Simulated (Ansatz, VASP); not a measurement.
**Pt: VASP beside Ansatz**

```
Pt
1.0
     0.00000    2.03394    2.03394
     2.03394    0.00000    2.03394
     2.03394    2.03394    0.00000
Pt
1
Direct
  0.00000 0.00000 0.00000
```

Alike in both runs: task single point; functional PBEsol; k mesh 18 × 18 × 18; occupations gaussian, width 0.1 eV; no spin polarisation.

```csv
,VASP,Ansatz
version,VASP 6.6.1,Ansatz 0.2.0
potentials or method,"VASP PAW PBE potentials, release 64 (Pt), cutoff 520 eV","scalar-relativistic, plane waves, PAW"
valence electrons in the cell,10,18
```

|  | VASP | Ansatz | Ansatz less VASP |
| --- | --- | --- | --- |
| gap on the k mesh at the Fermi level (eV) | none | none | - |
| pressure (GPa) | -24.1 | -23.8 | +0.32 |

VASP's potentials were made for PBE, not for PBEsol. A gap of «none» marks a metal or a gap that the smearing closes. VASP's potentials hold 10 valence electrons a cell and Ansatz's 18, so a difference there can come from the potentials and not from the codes.

Neither program's run includes spin-orbit coupling.
